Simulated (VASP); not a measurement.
# BiTe (I4/mmm) in VASP: single point with r2SCAN

Aim: the single point of BiTe with r2SCAN.

All numbers are computed with VASP 6.6.1; they aren't measurements. Logs are shortened: lines on timing, memory, paths and dates and some standing lists are left out, and cuts for length are marked.

## (1) The cell of the first run

The structure is tetragonal, space group I4/mmm (No. 139). Conventional cell: a = 4.573 Å, b = 4.573 Å, c = 6.758 Å, α = 90.00°, β = 90.00°, γ = 90.00°. Within 4.3 Å of Bi (site symmetry 4/mmm) lie 6 Te at 3.23 to 3.38 Å. Within 4.3 Å of Te (site symmetry 4/mmm) lie 6 Bi at 3.23 to 3.38 Å.

## (2) Single point, r2SCAN (strain along c alone, the other axes held: +4.5 %)

POSCAR reads:

```
BiTe
1.0
    3.2332740914      3.2332740914      0.0000000000
   -3.2332740914      3.2332740914      0.0000000000
    0.0000000000      0.0000000000      6.7575428510
Bi Te
2 2
Direct
    0.0000000000      0.0000000000      0.0000000000
    0.5000000000      0.5000000000      0.5000000000
    0.5000000000      0.5000000000      0.0000000000
    0.0000000000      0.0000000000      0.5000000000
```

INCAR.step1 reads:

```
  ALGO = Normal
  EDIFF = 1E-4
  ENCUT = 520
  GGA = PE
  ISMEAR = 0
  LASPH = T
  LCHARG = F
  LREAL = F
  LWAVE = T
  NBANDS = 29
  NELM = 60
  PREC = Accurate
  SIGMA = 0.1
```

INCAR.step2 reads:

```
  ALGO = Normal
  EDIFF = 1E-7
  ENCUT = 520
  ISIF = 2
  ISMEAR = 0
  ISTART = 1
  LASPH = T
  LCHARG = T
  LELF = T
  LMIXTAU = T
  LREAL = F
  LVHAR = T
  LWAVE = F
  METAGGA = R2SCAN
  NBANDS = 29
  NELM = 60
  PREC = Accurate
  SIGMA = 0.1
```

KPOINTS reads:

```
k-points
0
Gamma
  10 10 8
```

Potentials or basis: VASP PAW PBE potentials, release 64 (Bi_d, Te).

Command:

```sh
$ cat potpaw_PBE.64/Bi_d/POTCAR potpaw_PBE.64/Te/POTCAR > POTCAR
$ cp INCAR.step1 INCAR
$ mpirun -np 1 vasp_std > vasp.out
$ cp INCAR.step2 INCAR
$ mpirun -np 1 vasp_std > vasp.out
```

OUTCAR:

```text
EDIFF = 1E-7
   ENCUT = 520
   ISIF = 2
   ISMEAR = 0
   ISTART = 1
   LASPH = T
   LREAL = F
   METAGGA = R2SCAN
   NELM = 60
   PREC = Accurate

 ion  position               nearest neighbor table
   1  0.000  0.000  0.000-   3 3.23   3 3.23   3 3.23   3 3.23   4 3.38   4 3.38
   2  0.500  0.500  0.500-   4 3.23   4 3.23   4 3.23   4 3.23   3 3.38   3 3.38
   3  0.500  0.500  0.000-   1 3.23   1 3.23   1 3.23   1 3.23   2 3.38   2 3.38
   4  0.000  0.000  0.500-   2 3.23   2 3.23   2 3.23   2 3.23   1 3.38   1 3.38

  LATTYP: Found a simple tetragonal cell.
 ALAT       =     4.5725400709
 C/A-ratio  =     1.4778531727

  Lattice vectors:

 A1 = (   3.2332740914,   3.2332740914,   0.0000000000)
 A2 = (  -3.2332740914,   3.2332740914,   0.0000000000)
 A3 = (   0.0000000000,   0.0000000000,   6.7575428510)

Analysis of symmetry for initial positions (statically):
=====================================================================
 Subroutine PRICEL returns following result:

  LATTYP: Found a body centered tetragonal cell.
 ALAT       =     4.5725400709
 C/A-ratio  =     1.4778531727

  Lattice vectors:

 A1 = (   3.2332740914,   0.0000000000,  -3.3787714255)
 A2 = (  -3.2332740914,   0.0000000000,  -3.3787714255)
 A3 = (   0.0000000000,   3.2332740914,   3.3787714255)

   2 primitive cells build up your supercell.

 Routine SETGRP: Setting up the symmetry group for a
 simple tetragonal supercell.

 Subroutine GETGRP returns: Found 16 space group operations
 (whereof 16 operations were pure point group operations)
 out of a pool of 16 trial point group operations.

The static configuration has the point symmetry D_4h.

Analysis of symmetry for dynamics (positions and initial velocities):
=====================================================================
 Subroutine PRICEL returns following result:

  LATTYP: Found a body centered tetragonal cell.
 ALAT       =     4.5725400709
 C/A-ratio  =     1.4778531727

  Lattice vectors:

 A1 = (   3.2332740914,   0.0000000000,  -3.3787714255)
 A2 = (  -3.2332740914,   0.0000000000,  -3.3787714255)
 A3 = (   0.0000000000,   3.2332740914,   3.3787714255)

   2 primitive cells build up your supercell.

 Routine SETGRP: Setting up the symmetry group for a
 simple tetragonal supercell.

 Subroutine GETGRP returns: Found 16 space group operations
 (whereof 16 operations were pure point group operations)
 out of a pool of 16 trial point group operations.

The dynamic configuration has the point symmetry D_4h.

 Subroutine INISYM returns: Found 16 space group operations
 (whereof 16 operations are pure point group operations),
 and found     2 'primitive' translations

----------------------------------------------------------------------------------------

                                     Primitive cell

  volume of cell :      70.6438

  direct lattice vectors                    reciprocal lattice vectors
     3.233274091  0.000000000 -3.378771426     0.154642009  0.154642009 -0.147982783
    -3.233274091  0.000000000 -3.378771425    -0.154642009  0.154642009 -0.147982783
     0.000000000  3.233274091  3.378771425     0.000000000  0.309284017  0.000000000

  length of vectors
     4.676554041  4.676554041  4.676554041     0.264059095  0.264059095  0.309284017

  position of ions in fractional coordinates (direct lattice)
     0.000000000  0.000000000  0.000000000
     0.500000000  0.500000000  0.000000000

  ion indices of the primitive-cell ions
   primitive index   ion index
                 1           1
                 2           4

----------------------------------------------------------------------------------------

 KPOINTS: k-points

Automatic generation of k-mesh.
 Grid dimensions read from file:
 generate k-points for:   10   10    8

 Generating k-lattice:

  Cartesian coordinates                     Fractional coordinates (reciprocal lattice)
     0.015464201  0.015464201  0.000000000     0.100000000  0.000000000  0.000000000
    -0.015464201  0.015464201  0.000000000     0.000000000  0.100000000  0.000000000
     0.000000000  0.000000000  0.018497848     0.000000000  0.000000000  0.125000000

  Length of vectors
     0.021869683  0.021869683  0.018497848

  Shift w.r.t. Gamma in fractional coordinates (k-lattice)
     0.000000000  0.000000000  0.000000000

 Subroutine IBZKPT returns following result:
 ===========================================

 Found    105 irreducible k-points:

 Following reciprocal coordinates:
            Coordinates               Weight
  0.000000  0.000000  0.000000      1.000000
  0.100000  0.000000  0.000000      4.000000
  0.200000  0.000000  0.000000      4.000000
  0.300000  0.000000  0.000000      4.000000
  0.400000  0.000000  0.000000      4.000000
  0.500000  0.000000  0.000000      2.000000
[... 16 lines left out ...]
  0.100000  0.000000  0.125000      8.000000
  0.200000  0.000000  0.125000      8.000000
 [... further k-points ...]
   k-points           NKPTS =    105   k-points in BZ     NKDIM =    105   number of bands    NBANDS=     29
   number of dos      NEDOS =    301   number of ions     NIONS =      4
   total plane-waves  NPLWV =  64800
   dimension x,y,z NGX =    36 NGY =   36 NGZ =   50
   dimension x,y,z NGXF=    72 NGYF=   72 NGZF=  100
   ions per type =               2   2
   NGX,Y,Z   is equivalent  to a cutoff of  13.09, 13.09, 12.30 a.u.
   NGXF,Y,Z  is equivalent  to a cutoff of  26.18, 26.18, 24.60 a.u.
 SYSTEM =  unknown system
   PREC   = accura    normal or accurate (medium, high low for compatibility)
   ISTART =      1    job   : 0-new  1-cont  2-samecut
   ICHARG =      0    charge: 1-file 2-atom 10-const
   ISPIN  =      1    spin polarized calculation?
   LNONCOLLINEAR =      F non collinear calculations
   LSORBIT =      F    spin-orbit coupling
   LASPH  =      T    aspherical Exc in radial PAW
   ENCUT  =  520.0 eV  38.22 Ry    6.18 a.u.   8.50  8.50 12.56*2*pi/ulx,y,z
   NELM   =     60;   NELMIN=  2; NELMDL=  0     # of ELM steps
   EDIFF  = 0.1E-06   stopping-criterion for ELM
   LREAL  =      F    real-space projection
   EDIFFG = 0.1E-05   stopping-criterion for IOM
   NSW    =      0    number of steps for IOM
   IBRION =     -1    ionic relax: 0-MD 1-quasi-New 2-CG
   NFREE  =      0    steps in history (QN), initial steepest desc. (CG)
   ISIF   =      2    stress and relaxation
   ISYM   =      2    0-nonsym 1-usesym 2-fastsym
   POTIM  = 0.5000    time-step for ionic-motion
   TEBEG  =    0.0;   TEEND  =   0.0 temperature during run
   PSTRESS=    0.0 pullay stress
   NELECT =      42.0000    total number of electrons
   NUPDOWN=      -1.0000    fix difference up-down
   EMIN   =  10.00;   EMAX   =-10.00  energy-range for DOS
   EFERMI =   0.00;   METHOD = LEGACY
   ISMEAR =     0;   SIGMA  =   0.10  broadening in eV -4-tet -1-fermi 0-gaus
   EFERMI_NEDOS =   21; number of points for ismear=-14 and -15
   IALGO  =     38    algorithm
   IMIX   =      4    mixing-type and parameters
     AMIX     =   0.40;   BMIX     =  1.00
     AMIX_MAG =   1.60;   BMIX_MAG =  1.00
  volume/ion in A,a.u.               =      35.32       238.36
  Fermi-wavevector in a.u.,A,eV,Ry     =   1.092589  2.064693 16.241951  1.193750
  Thomas-Fermi vector in A             =   2.228857
   LORBIT       =      0    0 simple, 1 ext, 2 COOP (PROOUT), +10 PAW based schemes
   METAGGA = R2SCAN    functional components
   LHFCALC =     F    Hartree Fock is set to
   AEXX    =    0.0000 exact exchange contribution
   IVDW    =     0    specifies the selected vdW correction
   LEPSILON=     F    determine dielectric tensor
   LRPA    =     F    only Hartree local field effects (RPA)
 non-spin polarized calculation
 Gauss-broadening in eV      SIGMA  =   0.10
  energy-cutoff  :      520.00
  volume of cell :      141.29
 maximum number of plane-waves:      3826
 NGX is ok and might be reduce to    36
   NGX = 17   NGY = 17   NGZ = 25

 number of electron      42.0000019 magnetization

 Free energy of the ion-electron system (eV)
  ---------------------------------------------------
  ext. energy  EPLUGINS =         0.00000000
  ---------------------------------------------------
  free energy    TOTEN  =      -167.99173656 eV

  energy without entropy =     -167.97962785  energy(sigma->0) =     -167.98568220

 E-fermi :   6.1072     XC(G=0):  -9.7969

 val. band max:        6.0630208784   @ k =   0.5000   0.1000   0.2500
 cond. band min:       6.1153258916   @ k =   0.3000   0.2000   0.5000
 fundamental gap:      0.0523050132
 Fermi energy:         6.1071677914

 k-point     1 :       0.0000    0.0000    0.0000
  band No.  band energies     occupation
      1     -17.8230      2.00000
      2     -17.8216      2.00000
      3     -17.8197      2.00000
      4     -17.8192      2.00000
      5     -17.8093      2.00000
      6     -17.8004      2.00000
[... 21 lines left out ...]
     28      10.9472      0.00000
     29      11.2814      0.00000

 k-point     2 :       0.1000    0.0000    0.0000
  band No.  band energies     occupation
      1     -17.8235      2.00000
      2     -17.8210      2.00000
      3     -17.8204      2.00000
      4     -17.8187      2.00000
      5     -17.8086      2.00000
      6     -17.8004      2.00000
[... 21 lines left out ...]
     28      11.1164      0.00000
     29      11.1970      0.00000

 k-point     3 :       0.2000    0.0000    0.0000
  band No.  band energies     occupation
      1     -17.8248      2.00000
      2     -17.8222      2.00000
      3     -17.8195      2.00000
      4     -17.8174      2.00000
      5     -17.8065      2.00000
      6     -17.8004      2.00000
[... 21 lines left out ...]
     28      10.9525      0.00000
     29      11.5336      0.00000

 k-point     4 :       0.3000    0.0000    0.0000
  band No.  band energies     occupation
      1     -17.8263      2.00000
      2     -17.8245      2.00000
      3     -17.8177      2.00000
      4     -17.8161      2.00000
      5     -17.8035      2.00000
      6     -17.8002      2.00000
[... 597 lines left out ...]
     28      10.7491      0.00000
     29      11.4462      0.00000

 k-point    23 :       0.1000    0.0000    0.1250
  band No.  band energies     occupation
      1     -17.8234      2.00000
      2     -17.8209      2.00000
      3     -17.8206      2.00000
      4     -17.8187      2.00000
      5     -17.8081      2.00000
      6     -17.8002      2.00000
[... 21 lines left out ...]
     28      10.9412      0.00000
     29      11.3601      0.00000

 k-point    24 :       0.2000    0.0000    0.1250
  band No.  band energies     occupation
      1     -17.8247      2.00000
      2     -17.8223      2.00000
      3     -17.8194      2.00000
      4     -17.8175      2.00000
      5     -17.8062      2.00000
      6     -17.8003      2.00000
[... 21 lines left out ...]
     28      11.0438      0.00000
     29      11.6941      0.00000

 [... further k-points ...]

------------------------ aborting loop because EDIFF is reached ----------------------------------------

  FORCE on cell =-STRESS in cart. coord.  units (eV):
  Direction    XX          YY          ZZ          XY          YZ          ZX
  --------------------------------------------------------------------------------------
  -------------------------------------------------------------------------------------
  Total       -0.6821983     -0.6821983     -3.5234799      0.0000000      0.0000000      0.0000000
  in kB       -7.7360156     -7.7360156    -39.9556808      0.0000000      0.0000000      0.0000000
  external PRESSURE =     -18.4759040 kB  Pullay stress =       0.0000000 kB

 VOLUME and BASIS-vectors are now :
 -----------------------------------------------------------------------------
  energy-cutoff  :      520.00
  volume of cell :      141.29
      direct lattice vectors                 reciprocal lattice vectors
     3.233274091  3.233274091  0.000000000     0.154642009  0.154642009  0.000000000
    -3.233274091  3.233274091  0.000000000    -0.154642009  0.154642009  0.000000000
     0.000000000  0.000000000  6.757542851     0.000000000  0.000000000  0.147982783

 POSITION                                       TOTAL-FORCE (eV/Angst)
 -----------------------------------------------------------------------------------
      0.00000      0.00000      0.00000         0.000000     -0.000000      0.000000
      0.00000      3.23327      3.37877        -0.000000      0.000000     -0.000000
      0.00000      3.23327      0.00000         0.000000     -0.000000      0.000000
      0.00000      0.00000      3.37877         0.000000     -0.000000      0.000000
 -----------------------------------------------------------------------------------
    total drift:                               -0.000000      0.000000      0.000000

  FREE ENERGIE OF THE ION-ELECTRON SYSTEM (eV)
  ---------------------------------------------------
  free  energy   TOTEN  =      -167.9917365579 eV

  energy  without entropy=     -167.9796278475  energy(sigma->0) =     -167.98568220
```

Run time: 11 min. Hardware: 1 thread of AMD EPYC 9R45 (Zen 5), shared host; peak memory 0.49 GiB.

Results:

| Item | Value |
| --- | --- |
| Free energy | -167.9917 eV |
| Pressure | -1.8 GPa |
| Band gap on the k mesh | zero (bands 21 and 22 overlap by 3.56 eV) |

Stress tensor (GPa, compression positive):
```
-0.77  0.00  0.00
 0.00 -0.77  0.00
 0.00  0.00 -4.00
```

Caveat: the cell differs from its parent crystal (strain along c alone, the other axes held: +4.5 %); the PAW data sets were made with another functional, which shifts forces and pressure a little; spin-orbit coupling is left out, which moves the levels of the heavy elements.

The gap in the log of VASP goes by the Fermi energy; the results here count the filled bands.